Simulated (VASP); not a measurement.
Set up this calculation in VASP 6.6.1, as the native input.

```
Task                   : single point
Functional             : PBEsol
Dispersion             : D3(BJ)
Potentials or basis    : VASP PAW PBE potentials, release 64 (K_sv)
Cutoff                 : 520 eV
k mesh                 : 4 × 4 × 2
Occupations            : methfessel-paxton, width 0.1 eV
Spin                   : no spin polarisation
Dipole correction      : no
Further INCAR settings : ALGO = Normal; EDIFF = 1e-06; NBANDS = 16
```

The structure of K lies in POSCAR:

```
K
1.0
    2.5126600000     -4.2552300000      0.0000000000
    2.5126600000      4.2552300000      0.0000000000
    0.0000000000      0.0000000000      8.6765900000
K
2
Direct
    0.5000000000      0.5000000000      0.5000000000
    0.5000000000      0.5000000000      0.0000000000
```

One way to write it, as run:

INCAR

```
PREC = Accurate
ENCUT = 520
EDIFF = 1E-6
ISMEAR = 1
SIGMA = 0.1
LREAL = False
LASPH = True
NELM = 80
ALGO = Normal
ISIF = 2
LWAVE = False
LCHARG = False
GGA = PS
IVDW = 12
NBANDS = 16
```

KPOINTS

```
regular mesh
0
Gamma
  4 4 2
```

Potentials or basis: VASP PAW PBE potentials, release 64 (K_sv).

The run is started by

```console
$ cat potpaw_PBE.64/K_sv/POTCAR > POTCAR
$ mpirun -np 1 vasp_std > vasp.out
```

Results of the run:

- Pressure: -0.6 GPa
- Band gap on the k mesh: zero (band 9 reaches 0.15 eV, above the bottom of band 10 at -1.89 eV)
- Dispersion energy per atom: -0.099 eV

Caveat: the k points lie up to 0.36 Å⁻¹ apart; three body term missing; the PAW data sets were made with another functional, which shifts forces and pressure a little; pairwise dispersion overbinds metals, which lowers pressure and volume.

Wall time 58 s on 1 thread of AMD EPYC 7R13 (shared host), peak memory 0.29 GiB.
